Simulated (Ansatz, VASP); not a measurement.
# Two plane-wave programs on HfSiO4

```
Hf Si O
1.0
     3.19364   -3.28994    0.00000
     3.19364    3.28994    0.00000
     0.00000    0.00000    2.97468
Hf Si O
1 1 4
Direct
  0.50000 0.50000 0.50000
  0.00000 0.00000 0.00000
  0.82188 0.17812 0.50000
  0.72133 0.72133 0.00000
  0.27867 0.27867 0.00000
  0.17812 0.82188 0.50000
```

Alike in both runs: task relaxation of cell and atoms; functional PBE; k mesh 6 × 6 × 10; occupations gaussian, width 0.02 eV; no spin polarisation.

|  | VASP | Ansatz |
| --- | --- | --- |
| version | VASP 6.6.1 | Ansatz 0.2.0 |
| potentials or method | VASP PAW PBE potentials, release 64 (Hf_pv, Si, O), cutoff 600 eV | scalar-relativistic, plane waves, PAW |
| valence electrons in the cell | 38 | 54 |

VASP gave:

```
gap on the k mesh at the Fermi level, each at its own relaxed structure (eV) : 1.84
relaxed volume (Å³/atom)                                                     : 10.34
relaxed cell length with the largest relative difference (Å)                 : 4.573
```

Question: Which values does Ansatz return?

Answer: gap on the k mesh at the Fermi level, each at its own relaxed structure (eV): 1.81; relaxed volume (Å³/atom): 10.42; relaxed cell length with the largest relative difference (Å): 4.585.

VASP's potentials hold 38 valence electrons a cell and Ansatz's 54, so a difference there can come from the potentials and not from the codes.

Neither program's run includes spin-orbit coupling.
